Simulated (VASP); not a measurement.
# NaH (P6_3/mmc) in VASP: notebook

Aim: see how the results for NaH move with the level of theory and the settings. Levels: LDA, PBE, r2SCAN. Tasks: single point.

Everything below comes from runs of VASP 6.6.1. Logs are shortened: lines on timing, memory, paths and dates and some standing lists are left out, and cuts for length are marked.

**1. The cell of the first run**

It takes space group P6_3/mmc (No. 194, hexagonal). Conventional cell: a = 3.319 Å, b = 3.319 Å, c = 5.831 Å, α = 90.00°, β = 90.00°, γ = 120.00°. Within 3.2 Å of Na (site symmetry -3m) lie 6 H at 2.41 Å and 2 Na at 2.92 Å. Within 3.2 Å of H (site symmetry -6m2) lie 6 Na at 2.41 Å.

**2. Single point, LDA**

Input file INCAR:

```
SYSTEM = NaH
ALGO = Normal
EDIFF = 1E-7
ENCUT = 520
ISIF = 2
ISMEAR = 0
LASPH = .True.
LCHARG = .False.
LREAL = .False.
LWAVE = .False.
NBANDS = 16
NELM = 60
PREC = Accurate
SIGMA = 0.01
```

Input file KPOINTS:

```
k-points
0
Gamma
  6 6 2
  0 0 0
```

Input file POSCAR:

```
NaH
1.0
    3.3191587684      0.0000000000      0.0000000000
   -1.6595793842      2.8744758126      0.0000000000
    0.0000000000      0.0000000000      5.8309537807
Na H
2 2
Direct
    0.0000000000      0.0000000000      0.0000000000
    0.0000000000      0.0000000000      0.5000000000
    0.3333333333      0.6666666667      0.2500000000
    0.6666666667      0.3333333333      0.7500000000
```

Potentials or basis: VASP PAW LDA potentials, release 64 (Na_pv, H).

Run with:

```
$ cat potpaw_LDA.64/Na_pv/POTCAR potpaw_LDA.64/H/POTCAR > POTCAR
$ mpirun -np 1 vasp_std > vasp.out
```

OUTCAR:

```text
SYSTEM = NaH
   EDIFF = 1E-7
   ENCUT = 520
   ISIF = 2
   ISMEAR = 0
   LASPH = .True.
   LREAL = .False.
   NELM = 60
   PREC = Accurate

 ion  position               nearest neighbor table
   1  0.000  0.000  0.000-
   2  0.000  0.000  0.500-
   3  0.333  0.667  0.250-
   4  0.667  0.333  0.750-

  LATTYP: Found a hexagonal cell.
 ALAT       =     3.3191587684
 C/A-ratio  =     1.7567565120

  Lattice vectors:

 A1 = (   3.3191587684,   0.0000000000,   0.0000000000)
 A2 = (  -1.6595793842,   2.8744758126,   0.0000000000)
 A3 = (   0.0000000000,   0.0000000000,   5.8309537807)

Analysis of symmetry for initial positions (statically):
=====================================================================
 Subroutine PRICEL returns:
 Original cell was already a primitive cell.

 Routine SETGRP: Setting up the symmetry group for a
 hexagonal supercell.

 Subroutine GETGRP returns: Found 24 space group operations
 (whereof 12 operations were pure point group operations)
 out of a pool of 24 trial point group operations.

The static configuration has the point symmetry D_3d.
 The point group associated with its full space group is D_6h.

Analysis of symmetry for dynamics (positions and initial velocities):
=====================================================================
 Subroutine PRICEL returns:
 Original cell was already a primitive cell.

 Routine SETGRP: Setting up the symmetry group for a
 hexagonal supercell.

 Subroutine GETGRP returns: Found 24 space group operations
 (whereof 12 operations were pure point group operations)
 out of a pool of 24 trial point group operations.

The dynamic configuration has the point symmetry D_3d.
 The point group associated with its full space group is D_6h.

 Subroutine INISYM returns: Found 24 space group operations
 (whereof 12 operations are pure point group operations),
 and found     1 'primitive' translations

----------------------------------------------------------------------------------------

                                     Primitive cell

  volume of cell :      55.6322

  direct lattice vectors                    reciprocal lattice vectors
     3.319158768  0.000000000  0.000000000     0.301281159  0.173944758  0.000000000
    -1.659579384  2.874475813  0.000000000     0.000000000  0.347889516  0.000000000
     0.000000000  0.000000000  5.830953781     0.000000000  0.000000000  0.171498530

  length of vectors
     3.319158768  3.319158768  5.830953781     0.347889516  0.347889516  0.171498530

  position of ions in fractional coordinates (direct lattice)
     0.000000000  0.000000000  0.000000000
     0.000000000  0.000000000  0.500000000
     0.333333333  0.666666667  0.250000000
     0.666666667  0.333333333  0.750000000

  ion indices of the primitive-cell ions
   primitive index   ion index
                 1           1
                 2           2
                 3           3
                 4           4

----------------------------------------------------------------------------------------

 KPOINTS: k-points

Automatic generation of k-mesh.
 Grid dimensions read from file:
 generate k-points for:    6    6    2

 Generating k-lattice:

  Cartesian coordinates                     Fractional coordinates (reciprocal lattice)
     0.050213526  0.028990793  0.000000000     0.166666667 -0.000000000  0.000000000
     0.000000000  0.057981586  0.000000000     0.000000000  0.166666667  0.000000000
     0.000000000  0.000000000  0.085749265     0.000000000  0.000000000  0.500000000

  Length of vectors
     0.057981586  0.057981586  0.085749265

  Shift w.r.t. Gamma in fractional coordinates (k-lattice)
     0.000000000  0.000000000  0.000000000

 Subroutine IBZKPT returns following result:
 ===========================================

 Found     14 irreducible k-points:

 Following reciprocal coordinates:
            Coordinates               Weight
  0.000000  0.000000  0.000000      1.000000
  0.166667  0.000000  0.000000      6.000000
  0.333333  0.000000  0.000000      6.000000
  0.500000  0.000000  0.000000      3.000000
  0.166667  0.166667  0.000000      6.000000
  0.333333  0.166667  0.000000     12.000000
  0.333333  0.333333  0.000000      2.000000
  0.000000  0.000000  0.500000      1.000000
  0.166667  0.000000  0.500000      6.000000
  0.333333  0.000000  0.500000      6.000000
  0.500000  0.000000  0.500000      3.000000
  0.166667  0.166667  0.500000      6.000000
  0.333333  0.166667  0.500000     12.000000
  0.333333  0.333333  0.500000      2.000000
   k-points           NKPTS =     14   k-points in BZ     NKDIM =     14   number of bands    NBANDS=     16
   number of dos      NEDOS =    301   number of ions     NIONS =      4
   total plane-waves  NPLWV =  37632
   dimension x,y,z NGX =    28 NGY =   28 NGZ =   48
   dimension x,y,z NGXF=    56 NGYF=   56 NGZF=   96
   ions per type =               2   2
   NGX,Y,Z   is equivalent  to a cutoff of  14.02, 14.02, 13.69 a.u.
   NGXF,Y,Z  is equivalent  to a cutoff of  28.05, 28.05, 27.37 a.u.
 SYSTEM =  NaH
   PREC   = accura    normal or accurate (medium, high low for compatibility)
   ISTART =      0    job   : 0-new  1-cont  2-samecut
   ICHARG =      2    charge: 1-file 2-atom 10-const
   ISPIN  =      1    spin polarized calculation?
   LNONCOLLINEAR =      F non collinear calculations
   LSORBIT =      F    spin-orbit coupling
   LASPH  =      T    aspherical Exc in radial PAW
   ENCUT  =  520.0 eV  38.22 Ry    6.18 a.u.   6.17  6.17 10.84*2*pi/ulx,y,z
   NELM   =     60;   NELMIN=  2; NELMDL= -5     # of ELM steps
   EDIFF  = 0.1E-06   stopping-criterion for ELM
   LREAL  =      F    real-space projection
   EDIFFG = 0.1E-05   stopping-criterion for IOM
   NSW    =      0    number of steps for IOM
   IBRION =     -1    ionic relax: 0-MD 1-quasi-New 2-CG
   NFREE  =      0    steps in history (QN), initial steepest desc. (CG)
   ISIF   =      2    stress and relaxation
   ISYM   =      2    0-nonsym 1-usesym 2-fastsym
   POTIM  = 0.5000    time-step for ionic-motion
   TEBEG  =    0.0;   TEEND  =   0.0 temperature during run
   PSTRESS=    0.0 pullay stress
   NELECT =      16.0000    total number of electrons
   NUPDOWN=      -1.0000    fix difference up-down
   EMIN   =  10.00;   EMAX   =-10.00  energy-range for DOS
   EFERMI =   0.00;   METHOD = LEGACY
   ISMEAR =     0;   SIGMA  =   0.01  broadening in eV -4-tet -1-fermi 0-gaus
   EFERMI_NEDOS =   21; number of points for ismear=-14 and -15
   IALGO  =     38    algorithm
   IMIX   =      4    mixing-type and parameters
     AMIX     =   0.40;   BMIX     =  1.00
     AMIX_MAG =   1.60;   BMIX_MAG =  1.00
  volume/ion in A,a.u.               =      13.91        93.86
  Fermi-wavevector in a.u.,A,eV,Ry     =   1.080619  2.042074 15.888042  1.167738
  Thomas-Fermi vector in A             =   2.216615
   LORBIT       =      0    0 simple, 1 ext, 2 COOP (PROOUT), +10 PAW based schemes
   GGA     = CA    functional components
   LHFCALC =     F    Hartree Fock is set to
   AEXX    =    0.0000 exact exchange contribution
   IVDW    =     0    specifies the selected vdW correction
   LEPSILON=     F    determine dielectric tensor
   LRPA    =     F    only Hartree local field effects (RPA)
 non-spin polarized calculation
 Gauss-broadening in eV      SIGMA  =   0.01
  energy-cutoff  :      520.00
  volume of cell :       55.63
 maximum number of plane-waves:      1521
 NGX is ok and might be reduce to    28
   NGX = 13   NGY = 13   NGZ = 21

 number of electron      16.0000018 magnetization

 Free energy of the ion-electron system (eV)
  ---------------------------------------------------
  ext. energy  EPLUGINS =         0.00000000
  ---------------------------------------------------
  free energy    TOTEN  =       -10.60796497 eV

  energy without entropy =      -10.60796497  energy(sigma->0) =      -10.60796497

 E-fermi :  -1.0697     XC(G=0):  -8.2788

 val. band max:       -1.2016363646   @ k =   0.3333   0.1667   0.0000
 cond. band min:       1.8791285255   @ k =   0.0000   0.0000   0.0000
 fundamental gap:      3.0807648900
 Fermi energy:        -1.0696764216

 k-point     1 :       0.0000    0.0000    0.0000
  band No.  band energies     occupation
      1     -23.6315      2.00000
      2     -23.4658      2.00000
      3     -23.4658      2.00000
      4     -23.4457      2.00000
      5     -23.4457      2.00000
      6     -23.4254      2.00000
[... 8 lines left out ...]
     15      13.6363      0.00000
     16      14.6779      0.00000

 k-point     2 :       0.1667    0.0000    0.0000
  band No.  band energies     occupation
      1     -23.6256      2.00000
      2     -23.4912      2.00000
      3     -23.4714      2.00000
      4     -23.4676      2.00000
      5     -23.4507      2.00000
      6     -23.4230      2.00000
[... 8 lines left out ...]
     15      13.0333      0.00000
     16      14.1264      0.00000

 k-point     3 :       0.3333    0.0000    0.0000
  band No.  band energies     occupation
      1     -23.6138      2.00000
      2     -23.5413      2.00000
      3     -23.5110      2.00000
      4     -23.4825      2.00000
      5     -23.4608      2.00000
      6     -23.4183      2.00000
[... 8 lines left out ...]
     15      11.1877      0.00000
     16      12.7135      0.00000

 k-point     4 :       0.5000    0.0000    0.0000
  band No.  band energies     occupation
      1     -23.6080      2.00000
      2     -23.5660      2.00000
      3     -23.5326      2.00000
      4     -23.4881      2.00000
      5     -23.4658      2.00000
      6     -23.4160      2.00000
[... 8 lines left out ...]
     15      10.8064      0.00000
     16      12.2275      0.00000

 k-point     5 :       0.1667    0.1667    0.0000
  band No.  band energies     occupation
      1     -23.6168      2.00000
      2     -23.5240      2.00000
      3     -23.4961      2.00000
      4     -23.4846      2.00000
      5     -23.4625      2.00000
      6     -23.4195      2.00000
[... 8 lines left out ...]
     15      13.2786      0.00000
     16      14.1848      0.00000

 k-point     6 :       0.3333    0.1667    0.0000
  band No.  band energies     occupation
      1     -23.6080      2.00000
      2     -23.5529      2.00000
      3     -23.5213      2.00000
      4     -23.5013      2.00000
      5     -23.4772      2.00000
      6     -23.4160      2.00000
[... 8 lines left out ...]
     15      12.7889      0.00000
     16      13.8884      0.00000

 k-point     7 :       0.3333    0.3333    0.0000
  band No.  band energies     occupation
      1     -23.6050      2.00000
      2     -23.5347      2.00000
      3     -23.5347      2.00000
      4     -23.5059      2.00000
      5     -23.5059      2.00000
      6     -23.4148      2.00000
[... 8 lines left out ...]
     15      11.2311      0.00000
     16      16.4250      0.00000

 k-point     8 :       0.0000    0.0000    0.5000
  band No.  band energies     occupation
      1     -23.5294      2.00000
      2     -23.5294      2.00000
      3     -23.4557      2.00000
      4     -23.4557      2.00000
      5     -23.4557      2.00000
      6     -23.4557      2.00000
[... 8 lines left out ...]
     15      13.5784      0.00000
     16      13.5784      0.00000

 k-point     9 :       0.1667    0.0000    0.5000
  band No.  band energies     occupation
      1     -23.5255      2.00000
      2     -23.5255      2.00000
      3     -23.4791      2.00000
      4     -23.4791      2.00000
      5     -23.4611      2.00000
      6     -23.4611      2.00000
[... 8 lines left out ...]
     15      12.3776      0.00000
     16      12.3776      0.00000

 k-point    10 :       0.3333    0.0000    0.5000
  band No.  band energies     occupation
      1     -23.5274      2.00000
      2     -23.5274      2.00000
      3     -23.5156      2.00000
      4     -23.5156      2.00000
      5     -23.4717      2.00000
      6     -23.4717      2.00000
[... 8 lines left out ...]
     15      11.0726      0.00000
     16      11.0726      0.00000

 k-point    11 :       0.5000    0.0000    0.5000
  band No.  band energies     occupation
      1     -23.5493      2.00000
      2     -23.5493      2.00000
      3     -23.5126      2.00000
      4     -23.5126      2.00000
      5     -23.4770      2.00000
      6     -23.4770      2.00000
[... 8 lines left out ...]
     15      10.6659      0.00000
     16      10.6659      0.00000

 k-point    12 :       0.1667    0.1667    0.5000
  band No.  band energies     occupation
      1     -23.5206      2.00000
      2     -23.5206      2.00000
      3     -23.5084      2.00000
      4     -23.5084      2.00000
      5     -23.4735      2.00000
      6     -23.4735      2.00000
[... 8 lines left out ...]
     15      13.9597      0.00000
     16      13.9597      0.00000

 k-point    13 :       0.3333    0.1667    0.5000
  band No.  band energies     occupation
      1     -23.5373      2.00000
      2     -23.5373      2.00000
      3     -23.5125      2.00000
      4     -23.5125      2.00000
      5     -23.4892      2.00000
      6     -23.4892      2.00000
[... 8 lines left out ...]
     15      11.8775      0.00000
     16      11.8775      0.00000

 k-point    14 :       0.3333    0.3333    0.5000
  band No.  band energies     occupation
      1     -23.5211      2.00000
      2     -23.5211      2.00000
      3     -23.5195      2.00000
      4     -23.5195      2.00000
      5     -23.5106      2.00000
      6     -23.5106      2.00000
[... 8 lines left out ...]
     15      11.0624      0.00000
     16      11.0624      0.00000

------------------------ aborting loop because EDIFF is reached ----------------------------------------

  FORCE on cell =-STRESS in cart. coord.  units (eV):
  Direction    XX          YY          ZZ          XY          YZ          ZX
  --------------------------------------------------------------------------------------
  -------------------------------------------------------------------------------------
  Total       -0.5594717     -0.5594717     -0.4989688      0.0000000      0.0000000     -0.0000000
  in kB      -16.1124820    -16.1124820    -14.3700302      0.0000000      0.0000000     -0.0000000
  external PRESSURE =     -15.5316647 kB  Pullay stress =       0.0000000 kB

 VOLUME and BASIS-vectors are now :
 -----------------------------------------------------------------------------
  energy-cutoff  :      520.00
  volume of cell :       55.63
      direct lattice vectors                 reciprocal lattice vectors
     3.319158768  0.000000000  0.000000000     0.301281159  0.173944758  0.000000000
    -1.659579384  2.874475813  0.000000000     0.000000000  0.347889516  0.000000000
     0.000000000  0.000000000  5.830953781     0.000000000  0.000000000  0.171498530

 POSITION                                       TOTAL-FORCE (eV/Angst)
 -----------------------------------------------------------------------------------
      0.00000      0.00000      0.00000        -0.000000      0.000000      0.000000
      0.00000      0.00000      2.91548         0.000000      0.000000      0.000000
     -0.00000      1.91632      1.45774         0.000000     -0.000000     -0.000000
      1.65958      0.95816      4.37322        -0.000000      0.000000      0.000000
 -----------------------------------------------------------------------------------
    total drift:                               -0.000000      0.000000      0.000000

  FREE ENERGIE OF THE ION-ELECTRON SYSTEM (eV)
  ---------------------------------------------------
  free  energy   TOTEN  =       -10.6079649708 eV

  energy  without entropy=      -10.6079649708  energy(sigma->0) =      -10.60796497
```

Wall time 10 s (1 thread of Intel Xeon Platinum 8488C (Sapphire Rapids), shared host); peak memory 0.15 GiB.

Results:

* Free energy: -10.6080 eV
* Pressure: -1.6 GPa
* Band gap on the k mesh: 3.08 eV, indirect (least direct gap 4.26 eV)

Stress tensor (GPa, compression positive):
```
-1.61  0.00  0.00
 0.00 -1.61  0.00
 0.00  0.00 -1.44
```

Levels at points of the mesh, in eV from the valence-band top:
```csv
k point,band 4,band 5,band 6,band 7,band 8,band 9,band 10,band 11,band 12,band 13
"(0.00, 0.00, 0.00)",-22.24,-22.24,-22.22,-3.78,-1.18,3.08,10.42,11.31,13.50,13.75
"(0.50, 0.00, 0.00)",-22.29,-22.26,-22.21,-0.81,-0.23,4.13,5.66,6.75,8.32,10.72
"(0.00, 0.00, 0.50)",-22.25,-22.25,-22.25,-2.81,-2.81,6.42,6.42,11.87,11.87,14.78
"(0.50, 0.00, 0.50)",-22.31,-22.28,-22.28,-0.47,-0.47,4.06,4.06,9.54,9.54,11.54
```

Caveat: the k points lie up to 0.54 Å⁻¹ apart. Expect the measured gap to be larger: semilocal functionals such as LDA lack the derivative discontinuity.

(Continued in part 2 of 2.)
